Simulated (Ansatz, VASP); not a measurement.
# One calculation of Si2W, two programs

```
Si W
1.0
     4.51177    0.00000    0.00000
    -2.25588    3.90731    0.00000
     0.00000    0.00000    6.68328
Si W
6 3
Direct
  0.81498 0.62995 0.50000
  0.18502 0.81498 0.83333
  0.62995 0.81498 0.16667
  0.18502 0.37005 0.50000
  0.81498 0.18502 0.83333
  0.37005 0.18502 0.16667
  0.00000 0.50000 0.16667
  0.50000 0.50000 0.83333
  0.50000 0.00000 0.50000
```

Alike in both runs: task single point; functional LDA; k mesh 9 × 9 × 6; occupations gaussian, width 0.03 eV; no spin polarisation.

|  | VASP | Ansatz |
| --- | --- | --- |
| version | VASP 6.6.1 | Ansatz 0.2.0 |
| potentials or method | VASP PAW LDA potentials, release 64 (Si, W_sv), cutoff 520 eV | scalar-relativistic, plane waves, PAW |
| valence electrons in the cell | 66 | 66 |

```tsv
	VASP	Ansatz	Ansatz less VASP
gap on the k mesh at the Fermi level (eV)	0.47	0.46	-0.005
least direct gap on the mesh (eV)	0.89	0.88	-0.007
pressure (GPa)	5.6	4.9	-0.73
traceless stress, the component that is largest in VASP (GPa)	-5.97	-5.98	-0.009
rms of the force components (eV/Å)	1.279	1.272	-0.0064
```

Ansatz warns that its potentials were made for another functional, while VASP's fit it. LDA's correlation is that of Perdew and Zunger in VASP and of Perdew and Wang (1992) in Ansatz. Atom by atom the forces differ by 0.006 eV/Å (rms over components).

Neither program's run includes spin-orbit coupling.
